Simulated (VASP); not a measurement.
Input of a VASP 6.6.1 run:

The input INCAR:

```
PREC     = Accurate       # precision mode
ENCUT    = 500            # plane-wave cutoff, eV
EDIFF    = 1E-6           # SCF threshold, eV
ISMEAR   = -1             # smearing method
SIGMA    = 0.05           # smearing width, eV
LREAL    = False          # projectors in reciprocal space
LASPH    = True           # aspherical terms in the spheres
NELM     = 120            # most SCF steps
ALGO     = Normal         # electronic algorithm
ISIF     = 2              # what is computed and relaxed
LWAVE    = False          # write WAVECAR
LCHARG   = False          # write CHGCAR
GGA      = CA             # functional
NBANDS   = 10             # bands
GGA_COMPAT= False
```

The input KPOINTS:

```
regular mesh
0
Gamma
  9 9 9
```

POSCAR

```
K
1.0
    3.2629238451      0.0000000000      0.0000000000
    0.0000000000      3.2629238451      0.0000000000
    0.0000000000      0.0000000000      3.2629238451
K
1
Direct
    0.0000000000      0.0000000000      0.0000000000
```

Potentials or basis: VASP PAW LDA potentials, release 64 (K_sv).

Run with:

```console
$ cat potpaw_LDA.64/K_sv/POTCAR > POTCAR
$ mpirun -np 1 vasp_std > vasp.out
```

Question: Predict the pressure.

Answer: 7.6 GPa.
